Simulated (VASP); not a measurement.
SiC (Moissanite):

```xyz
4
Lattice="3.0760 0.0000 0.0000 -1.5380 2.6639 0.0000 0.0000 0.0000 5.0480" Properties=species:S:1:pos:R:3 pbc="T T T"
Si    0.0000    1.7759    0.0000
Si    1.5380    0.8880    2.5240
C     0.0000    1.7759    1.9435
C     1.5380    0.8880    4.4675
```

| Property | Result |
| --- | --- |
| Program | VASP 6.6.1 |
| Task | relaxation of cell and atoms |
| Functional | revPBE |
| Dispersion | D3(BJ) |
| Potentials or basis | VASP PAW PBE potentials, release 64 (Si, C) |
| Cutoff | 600 eV |
| k mesh | 12 × 12 × 4 |
| Occupations | gaussian, width 0.01 eV |
| Spin | no spin polarisation |

At the start: pressure -3.8 GPa; volume 10.34 Å³/atom.

Question: How do energy, volume and symmetry change on relaxing?

Answer: Over 8 steps the energy falls by 11.7 meV/atom and the volume is 10.15 Å³/atom (-1.9 %); space group P6_3mc (No. 186, to 0.05 Å).

The path:
```tsv
step	energy change (eV)	largest force (eV/Å)	pressure (GPa)	volume (Å³)
1	0.0000	0.7598	-3.83	41.36
2	-0.0009	0.7787	4.30	39.90
3	-0.0437	0.0757	-0.04	40.59
4	-0.0437	0.0597	0.05	40.58
5	-0.0466	0.0010	0.42	40.52
6	-0.0467	0.0086	0.36	40.53
7	-0.0467	0.0072	-0.29	40.64
8	-0.0468	0.0002	0.01	40.59
```

Final structure:
```
Si C
1.0
     3.05673    0.00000    0.00000
    -1.52836    2.64720    0.00000
     0.00000    0.00000    5.01603
Si C
2 2
Direct
  0.33333 0.66667 0.00462
  0.66667 0.33333 0.50462
  0.33333 0.66667 0.38038
  0.66667 0.33333 0.88038
```

Caveat: the PAW data sets were made with another functional, which shifts forces and pressure a little.
